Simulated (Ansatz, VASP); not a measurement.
# Two plane-wave programs on RbBr

```
Rb Br
1.0
     0.00000    3.54088    3.54088
     3.54088    0.00000    3.54088
     3.54088    3.54088    0.00000
Rb Br
1 1
Direct
  0.00000 0.00000 0.00000
  0.50000 0.50000 0.50000
```

Alike in both runs: task single point; functional PBEsol; k mesh 6 × 6 × 6; occupations gaussian, width 0.02 eV; no spin polarisation.

|  | VASP | Ansatz |
| --- | --- | --- |
| version | VASP 6.6.1 | Ansatz 0.2.0 |
| potentials or method | VASP PAW PBE potentials, release 64 (Rb_sv, Br), cutoff 520 eV | scalar-relativistic, plane waves, PAW |
| valence electrons in the cell | 16 | 16 |

|  | VASP | Ansatz | Ansatz less VASP |
| --- | --- | --- | --- |
| gap on the k mesh at the Fermi level (eV) | 4.00 | 4.01 | +0.002 |
| least direct gap on the mesh (eV) | 4.00 | 4.01 | +0.002 |
| pressure (GPa) | -1.1 | -1.1 | -0.02 |

VASP's potentials were made for PBE, not for PBEsol.
